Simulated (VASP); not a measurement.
Wanted: the native input for a VASP 6.6.1 run.

| Item | Value |
| --- | --- |
| Task | relaxation of cell and atoms |
| Functional | revPBE |
| Dispersion | D4 |
| Potentials or basis | VASP PAW PBE potentials, release 64 (Mo_sv) |
| Cutoff | 600 eV |
| k mesh | 12 × 12 × 12 |
| Occupations | fermi-dirac, width 0.05 eV |
| Spin | no spin polarisation |
| Dipole correction | no |
| Further INCAR settings | ALGO = Normal; EDIFF = 1e-07; IBRION = 2; EDIFFG = -0.02; NSW = 80; ISIF = 3 |

The structure of Mo lies in POSCAR:

```
Mo
1.0
   -1.5838089719      1.5838089719      1.5838089719
    1.5838089719     -1.5838089719      1.5838089719
    1.5838089719      1.5838089719     -1.5838089719
Mo
1
Direct
    0.0000000000      0.0000000000      0.0000000000
```

One way to write it, as run:

INCAR

```
SYSTEM = Mo
  PREC = Accurate
  ENCUT = 600
  EDIFF = 1E-7
  ISMEAR = -1
  SIGMA = 0.05
  LREAL = .False.
  LASPH = .True.
  NELM = 60
  ALGO = Normal
  ISIF = 3
  LWAVE = .False.
  LCHARG = .False.
  GGA = RE
  IVDW = 13
  IBRION = 2
  NSW = 80
  EDIFFG = -0.02
```

KPOINTS

```
regular mesh
0
Gamma
  12 12 12
  0 0 0
```

Potentials or basis: VASP PAW PBE potentials, release 64 (Mo_sv).

The run is started by

```bash
$ cat potpaw_PBE.64/Mo_sv/POTCAR > POTCAR
$ mpirun -np 1 vasp_std > vasp.out
```

Results of the run:

The relaxed volume is 15.39 Å³/atom. The relaxed cell is a = 2.714 Å, b = 2.714 Å, c = 2.714 Å, α = 109.47°, β = 109.47°, γ = 109.47° and the space group after relaxing (to 0.05 Å) is Im-3m (No. 229). The energy gained by relaxing is 13.5 meV/atom and the ionic steps are 4. The pressure after relaxing is 0.0 GPa, the band gap on the k mesh is zero (band 7 reaches 16.96 eV, above the bottom of band 8 at 11.50 eV) and the dispersion energy per atom is -0.967 eV.

Caveat: the PAW data sets were made with another functional, which shifts forces and pressure a little; pairwise dispersion overbinds metals, which lowers pressure and volume.

Wall time 15 s on 1 thread of Intel(R) Xeon(R) 6975P-C (Granite Rapids), with other jobs on the host, peak memory 0.16 GiB.
